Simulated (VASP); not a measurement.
Runs of VASP 6.6.1 on TiAl3. The structure is that of space group Pm-3m (No. 221), or close to it. The cells are those of the table. 

| task | cell | k mesh | cutoff (eV) | smearing | gap on the mesh (eV) | pressure (GPa) |
| --- | --- | --- | --- | --- | --- | --- |
| single point | a = 3.862 Å, 4 atoms | 10 × 10 × 10 | 520 | fermi-dirac 0.15 eV | none | (a) |
| relaxation of cell and atoms | relaxed to 5 GPa from a = 3.913 Å, 4 atoms | 10 × 10 × 10 | 600 | fermi-dirac 0.15 eV | none | 5.0 |
| relaxation of cell and atoms | relaxed from a = 3.956 Å, 4 atoms | 10 × 10 × 10 | 600 | gaussian 0.1 eV | none | 0.0 |
| relaxation of cell and atoms | relaxed to 22 GPa from a = 3.810 Å, 4 atoms | 12 × 12 × 12 | 600 | fermi-dirac 0.15 eV | none | 22.0 |
| single point | a = 3.732 Å, 4 atoms | 12 × 12 × 12 | 520 | fermi-dirac 0.15 eV | none | 22.3 |
| single point | a = 3.911 Å, 4 atoms | 10 × 10 × 10 | 520 | gaussian 0.1 eV | none | 0.1 |

Alike in all rows: level LDA; potentials or basis VASP PAW LDA potentials, release 64 (Ti_sv, Al); no spin polarisation.

Estimate the missing entries.

(a) 5.2.

Caveats: the cell is relaxed towards a set pressure, so the enthalpy falls and the energy may rise (some runs).

A gap of «none» marks levels without a gap at the run's occupations.
